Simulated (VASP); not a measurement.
# Pt (P6_3/mmc) in VASP: a series of runs

Runs on Pt. Level: PBEsol. Tasks: single point.

Everything below comes from runs of VASP 6.6.1. Logs are shortened: lines on timing, memory, paths and dates and some standing lists are left out, and cuts for length are marked.

## Step 1: The cell of the first run

The structure is hexagonal, space group P6_3/mmc (No. 194). The conventional cell has a = 2.761 Å, b = 2.761 Å, c = 4.792 Å, α = 90.00°, β = 90.00°, γ = 120.00°. Within 3.6 Å of Pt (site symmetry -6m2) lie 12 Pt at 2.76 to 2.88 Å.

## Step 2: Single point, PBEsol

Contents of INCAR:

```
SYSTEM = Pt
PREC = Accurate
ENCUT = 520
EDIFF = 1E-6
ISMEAR = -1
SIGMA = 0.2
LREAL = .FALSE.
LASPH = .TRUE.
NELM = 100
ALGO = Normal
ISIF = 2
LWAVE = .FALSE.
LCHARG = .FALSE.
GGA = PS
NBANDS = 17
```

Contents of KPOINTS:

```
Automatic mesh
0
G
  11 11 6
  0 0 0
```

Contents of POSCAR:

```
Pt
1.0
    2.7606660000      0.0000000000      0.0000000000
   -1.3803330000      2.3908070000      0.0000000000
    0.0000000000      0.0000000000      4.7921340000
Pt
2
Direct
    0.6666666667      0.3333333333      0.7500000000
    0.3333333333      0.6666666667      0.2500000000
```

Potentials or basis: VASP PAW PBE potentials, release 64 (Pt).

The run is started by

```bash
> cat potpaw_PBE.64/Pt/POTCAR > POTCAR
> mpirun -np 1 vasp_std > vasp.out
```

OUTCAR:

```text
SYSTEM = Pt
   PREC = Accurate
   ENCUT = 520
   EDIFF = 1E-6
   ISMEAR = -1
   LREAL = .FALSE.
   LASPH = .TRUE.
   NELM = 100
   ISIF = 2
   GGA = PS

 ion  position               nearest neighbor table
   1  0.667  0.333  0.750-   2 2.88   2 2.88   2 2.88   2 2.88   2 2.88   2 2.88
   2  0.333  0.667  0.250-   1 2.88   1 2.88   1 2.88   1 2.88   1 2.88   1 2.88

  LATTYP: Found a hexagonal cell.
 ALAT       =     2.7606660000
 C/A-ratio  =     1.7358615638

  Lattice vectors:

 A1 = (   2.7606660000,   0.0000000000,   0.0000000000)
 A2 = (  -1.3803330000,   2.3908070000,   0.0000000000)
 A3 = (   0.0000000000,   0.0000000000,   4.7921340000)

Analysis of symmetry for initial positions (statically):
=====================================================================
 Subroutine PRICEL returns:
 Original cell was already a primitive cell.

 Routine SETGRP: Setting up the symmetry group for a
 hexagonal supercell.

 Subroutine GETGRP returns: Found 24 space group operations
 (whereof 12 operations were pure point group operations)
 out of a pool of 24 trial point group operations.

The static configuration has the point symmetry D_3d.
 The point group associated with its full space group is D_6h.

Analysis of symmetry for dynamics (positions and initial velocities):
=====================================================================
 Subroutine PRICEL returns:
 Original cell was already a primitive cell.

 Routine SETGRP: Setting up the symmetry group for a
 hexagonal supercell.

 Subroutine GETGRP returns: Found 24 space group operations
 (whereof 12 operations were pure point group operations)
 out of a pool of 24 trial point group operations.

The dynamic configuration has the point symmetry D_3d.
 The point group associated with its full space group is D_6h.

 Subroutine INISYM returns: Found 24 space group operations
 (whereof 12 operations are pure point group operations),
 and found     1 'primitive' translations

----------------------------------------------------------------------------------------

                                     Primitive cell

  volume of cell :      31.6291

  direct lattice vectors                    reciprocal lattice vectors
     2.760666000  0.000000000  0.000000000     0.362231433  0.209134405  0.000000000
    -1.380333000  2.390807000  0.000000000     0.000000000  0.418268810  0.000000000
     0.000000000  0.000000000  4.792134000     0.000000000  0.000000000  0.208675300

  length of vectors
     2.760666000  2.760666098  4.792134000     0.418268825  0.418268810  0.208675300

  position of ions in fractional coordinates (direct lattice)
     0.666666667  0.333333333  0.750000000
     0.333333333  0.666666667  0.250000000

  ion indices of the primitive-cell ions
   primitive index   ion index
                 1           1
                 2           2

----------------------------------------------------------------------------------------

 KPOINTS: Automatic mesh

Automatic generation of k-mesh.
 Grid dimensions read from file:
 generate k-points for:   11   11    6

 Generating k-lattice:

  Cartesian coordinates                     Fractional coordinates (reciprocal lattice)
     0.032930130  0.019012219  0.000000000     0.090909091  0.000000000  0.000000000
     0.000000000  0.038024437  0.000000000     0.000000000  0.090909091  0.000000000
     0.000000000  0.000000000  0.034779217     0.000000000  0.000000000  0.166666667

  Length of vectors
     0.038024439  0.038024437  0.034779217

  Shift w.r.t. Gamma in fractional coordinates (k-lattice)
     0.000000000  0.000000000  0.000000000

 Subroutine IBZKPT returns following result:
 ===========================================

 Found     64 irreducible k-points:

 Following reciprocal coordinates:
            Coordinates               Weight
  0.000000  0.000000  0.000000      1.000000
  0.090909  0.000000  0.000000      6.000000
  0.181818  0.000000  0.000000      6.000000
  0.272727 -0.000000  0.000000      6.000000
  0.363636  0.000000  0.000000      6.000000
  0.454545 -0.000000  0.000000      6.000000
[... 16 lines left out ...]
  0.090909  0.090909  0.166667     12.000000
  0.181818  0.090909  0.166667     24.000000
 [... further k-points ...]
   k-points           NKPTS =     64   k-points in BZ     NKDIM =     64   number of bands    NBANDS=     17
   number of dos      NEDOS =    301   number of ions     NIONS =      2
   total plane-waves  NPLWV =  20736
   dimension x,y,z NGX =    24 NGY =   24 NGZ =   36
   dimension x,y,z NGXF=    48 NGYF=   48 NGZF=   72
   ions per type =               2
   NGX,Y,Z   is equivalent  to a cutoff of  14.45, 14.45, 12.49 a.u.
   NGXF,Y,Z  is equivalent  to a cutoff of  28.91, 28.91, 24.98 a.u.
 SYSTEM =  Pt
   PREC   = accura    normal or accurate (medium, high low for compatibility)
   ISTART =      0    job   : 0-new  1-cont  2-samecut
   ICHARG =      2    charge: 1-file 2-atom 10-const
   ISPIN  =      1    spin polarized calculation?
   LNONCOLLINEAR =      F non collinear calculations
   LSORBIT =      F    spin-orbit coupling
   LASPH  =      T    aspherical Exc in radial PAW
   ENCUT  =  520.0 eV  38.22 Ry    6.18 a.u.   5.13  5.13  8.91*2*pi/ulx,y,z
   NELM   =    100;   NELMIN=  2; NELMDL= -5     # of ELM steps
   EDIFF  = 0.1E-05   stopping-criterion for ELM
   LREAL  =      F    real-space projection
   EDIFFG = 0.1E-04   stopping-criterion for IOM
   NSW    =      0    number of steps for IOM
   IBRION =     -1    ionic relax: 0-MD 1-quasi-New 2-CG
   NFREE  =      0    steps in history (QN), initial steepest desc. (CG)
   ISIF   =      2    stress and relaxation
   ISYM   =      2    0-nonsym 1-usesym 2-fastsym
   POTIM  = 0.5000    time-step for ionic-motion
   TEBEG  =    0.0;   TEEND  =   0.0 temperature during run
   PSTRESS=    0.0 pullay stress
   NELECT =      20.0000    total number of electrons
   NUPDOWN=      -1.0000    fix difference up-down
   EMIN   =  10.00;   EMAX   =-10.00  energy-range for DOS
   EFERMI =   0.00;   METHOD = LEGACY
   ISMEAR =    -1;   SIGMA  =   0.20  broadening in eV -4-tet -1-fermi 0-gaus
   EFERMI_NEDOS =   21; number of points for ismear=-14 and -15
   IALGO  =     38    algorithm
   IMIX   =      4    mixing-type and parameters
     AMIX     =   0.40;   BMIX     =  1.00
     AMIX_MAG =   1.60;   BMIX_MAG =  1.00
  volume/ion in A,a.u.               =      15.81       106.72
  Fermi-wavevector in a.u.,A,eV,Ry     =   1.405149  2.655347 26.863938  1.974444
  Thomas-Fermi vector in A             =   2.527639
   LORBIT       =      0    0 simple, 1 ext, 2 COOP (PROOUT), +10 PAW based schemes
   GGA     = PS    functional components
   LHFCALC =     F    Hartree Fock is set to
   AEXX    =    0.0000 exact exchange contribution
   IVDW    =     0    specifies the selected vdW correction
   LEPSILON=     F    determine dielectric tensor
   LRPA    =     F    only Hartree local field effects (RPA)
 non-spin polarized calculation
  energy-cutoff  :      520.00
  volume of cell :       31.63
 maximum number of plane-waves:       868
 NGX is ok and might be reduce to    24
   NGX = 11   NGY = 11   NGZ = 17

 number of electron      20.0000004 magnetization

 Free energy of the ion-electron system (eV)
  ---------------------------------------------------
  ext. energy  EPLUGINS =         0.00000000
  ---------------------------------------------------
  free energy    TOTEN  =       -13.96457920 eV

  energy without entropy =      -13.57748461  energy(sigma->0) =      -13.77103191

 E-fermi :  10.2225     XC(G=0): -13.3437

 val. band max:       10.2217142076   @ k =   0.4545   0.0909   0.3333
 cond. band min:      10.2261678581   @ k =   0.2727   0.1818   0.5000
 fundamental gap:      0.0044536505
 Fermi energy:        10.2224912156

 k-point     1 :       0.0000    0.0000    0.0000
  band No.  band energies     occupation
      1       0.4317      2.00000
      2       3.1081      2.00000
      3       6.2342      2.00000
      4       6.7824      2.00000
      5       6.7824      2.00000
      6       7.1481      2.00000
[... 9 lines left out ...]
     16      27.4646      0.00000
     17      31.1742      0.00000

 k-point     2 :       0.0909    0.0000    0.0000
  band No.  band energies     occupation
      1       0.7290      2.00000
      2       3.3801      2.00000
      3       6.2007      2.00000
      4       6.7729      2.00000
      5       7.0106      2.00000
      6       7.0145      2.00000
[... 9 lines left out ...]
     16      27.7641      0.00000
     17      29.7162      0.00000

 k-point     3 :       0.1818    0.0000    0.0000
  band No.  band energies     occupation
      1       1.5576      2.00000
      2       4.0335      2.00000
      3       5.9882      2.00000
      4       6.5688      2.00000
      5       6.6453      2.00000
      6       7.2464      2.00000
[... 9 lines left out ...]
     16      27.6824      0.00000
     17      27.9310      0.00000

 k-point     4 :       0.2727   -0.0000    0.0000
  band No.  band energies     occupation
      1       2.6696      2.00000
      2       4.3474      2.00000
      3       5.6165      2.00000
      4       6.1707      2.00000
      5       6.3936      2.00000
      6       7.4552      2.00000
[... 9 lines left out ...]
     16      25.8673      0.00000
     17      28.1571      0.00000
[... 343 lines left out ...]
      1       3.6094      2.00000
      2       3.8711      2.00000
      3       4.8675      2.00000
      4       5.8785      2.00000
      5       7.2427      2.00000
      6       7.3494      2.00000
[... 9 lines left out ...]
     16      22.8258      0.00000
     17      23.8664      0.00000

 k-point    23 :       0.0909    0.0909    0.1667
  band No.  band energies     occupation
      1       1.5174      2.00000
      2       3.8556      2.00000
      3       6.0506      2.00000
      4       6.3966      2.00000
      5       6.6229      2.00000
      6       7.1121      2.00000
[... 9 lines left out ...]
     16      27.1100      0.00000
     17      27.7555      0.00000

 k-point    24 :       0.1818    0.0909    0.1667
  band No.  band energies     occupation
      1       2.4889      2.00000
      2       4.5502      2.00000
      3       5.6873      2.00000
      4       5.8432      2.00000
      5       6.4171      2.00000
      6       6.9793      2.00000
[... 9 lines left out ...]
     16      26.6428      0.00000
     17      27.5864      0.00000

 [... further k-points ...]

------------------------ aborting loop because EDIFF is reached ----------------------------------------

  FORCE on cell =-STRESS in cart. coord.  units (eV):
  Direction    XX          YY          ZZ          XY          YZ          ZX
  --------------------------------------------------------------------------------------
  -------------------------------------------------------------------------------------
  Total       -1.7127880     -1.7127881     -2.4229412     -0.0000000      0.0000000      0.0000000
  in kB      -86.7614584    -86.7614666   -122.7343456     -0.0000000      0.0000000      0.0000000
  external PRESSURE =     -98.7524235 kB  Pullay stress =       0.0000000 kB

 VOLUME and BASIS-vectors are now :
 -----------------------------------------------------------------------------
  energy-cutoff  :      520.00
  volume of cell :       31.63
      direct lattice vectors                 reciprocal lattice vectors
     2.760666000  0.000000000  0.000000000     0.362231433  0.209134405  0.000000000
    -1.380333000  2.390807000  0.000000000     0.000000000  0.418268810  0.000000000
     0.000000000  0.000000000  4.792134000     0.000000000  0.000000000  0.208675300

 POSITION                                       TOTAL-FORCE (eV/Angst)
 -----------------------------------------------------------------------------------
      1.38033      0.79694      3.59410         0.000000     -0.000000      0.000000
     -0.00000      1.59387      1.19803        -0.000000      0.000000      0.000000
 -----------------------------------------------------------------------------------
    total drift:                               -0.000000      0.000000     -0.000000

  FREE ENERGIE OF THE ION-ELECTRON SYSTEM (eV)
  ---------------------------------------------------
  free  energy   TOTEN  =       -13.9645792036 eV

  energy  without entropy=      -13.5774846094  energy(sigma->0) =      -13.77103191
```

Run time: 20 s. Hardware: 1 thread of Intel Xeon Platinum 8375C at 2.90GHz (Ice Lake), shared host; peak memory 0.17 GiB.

Results:

```
Free energy            : -13.9646 eV
Pressure               : -9.9 GPa
Band gap on the k mesh : zero (band 10 reaches 10.60 eV, above the bottom of band 11 at 9.39 eV)
```

Levels at points of the mesh, in eV from the Fermi level:
```csv
k point,band 8,band 9,band 10,band 11,band 12,band 13
"(0.00, 0.00, 0.00)",-1.84,-1.84,-0.83,-0.27,-0.27,4.58
"(0.00, 0.00, 0.50)",-3.44,-0.84,-0.84,-0.84,-0.84,11.81
```

Caveat: the PAW data sets were made with another functional, which shifts forces and pressure a little; spin-orbit coupling is left out, which moves the levels of the heavy elements.

## Step 3: Single point, PBEsol

Contents of INCAR:

```
  PREC = Accurate
  ENCUT = 520
  EDIFF = 1E-7
  ISMEAR = -1
  SIGMA = 0.1
  LREAL = False
  LASPH = True
  NELM = 100
  ALGO = Normal
  ISIF = 2
  LWAVE = False
  LCHARG = False
  GGA = PS
  NBANDS = 17
```

Contents of KPOINTS:

```
Automatic mesh
0
Gamma
  11 11 6
```

POSCAR is that of step 2.

Potentials or basis: VASP PAW PBE potentials, release 64 (Pt).

The run is started by

```bash
> cat potpaw_PBE.64/Pt/POTCAR > POTCAR
> mpirun -np 1 vasp_std > vasp.out
```

It took 22 s on 1 thread of Intel Xeon Platinum 8375C at 2.90GHz (Ice Lake), shared host; peak memory 0.17 GiB.

The run converged. Its results:

| Item | Value |
| --- | --- |
| Free energy | -13.8040 eV |
| Pressure | -10.7 GPa |
| Band gap on the k mesh | zero (band 10 reaches 10.59 eV, above the bottom of band 11 at 9.39 eV) |

Stress tensor (GPa, compression positive):
```
-10.03   0.00   0.00
  0.00 -10.03   0.00
  0.00   0.00 -12.07
```

Levels at points of the mesh, in eV from the Fermi level:
```csv
k point,band 8,band 9,band 10,band 11,band 12,band 13
"(0.00, 0.00, 0.00)",-1.80,-1.80,-0.79,-0.22,-0.22,4.62
"(0.00, 0.00, 0.50)",-3.41,-0.79,-0.79,-0.79,-0.79,11.85
```

Caveat: the PAW data sets were made with another functional, which shifts forces and pressure a little; spin-orbit coupling is left out, which moves the levels of the heavy elements.
